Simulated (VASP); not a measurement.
A run of VASP 6.6.1 is set up as follows.

The input INCAR:

```
PREC = Accurate
ENCUT = 600
EDIFF = 1E-7
ISMEAR = 0
SIGMA = 0.02
LREAL = F
LASPH = T
NELM = 80
ALGO = Normal
ISIF = 3
LWAVE = F
LCHARG = F
GGA = PS
IBRION = 2
NSW = 100
EDIFFG = -0.005
```

KPOINTS

```
Automatic mesh
0
Gamma
  12 12 6
```

The input POSCAR:

```
SiGe
1.0
    3.9044512986      0.0000000000      0.0000000000
   -1.9522256493      3.3813540124      0.0000000000
    0.0000000000      0.0000000000      6.4507830000
Si Ge
2 2
Direct
    0.6666666700      0.3333333300      0.8746070000
    0.3333333300      0.6666666700      0.3746070000
    0.6666666700      0.3333333300      0.5003920000
    0.3333333300      0.6666666700      0.0003920000
```

Potentials or basis: VASP PAW PBE potentials, release 64 (Si, Ge_d).

Launch:

```console
$ cat potpaw_PBE.64/Si/POTCAR potpaw_PBE.64/Ge_d/POTCAR > POTCAR
$ mpirun -np 1 vasp_std > vasp.out
```

(1) Predict the band gap on the k mesh.

(2) What does it give for the space group after relaxing (to 0.05 Å)?

## Answers

(1) 0.35 eV, indirect (least direct gap 0.41 eV).

(2) P6_3mc (No. 186).
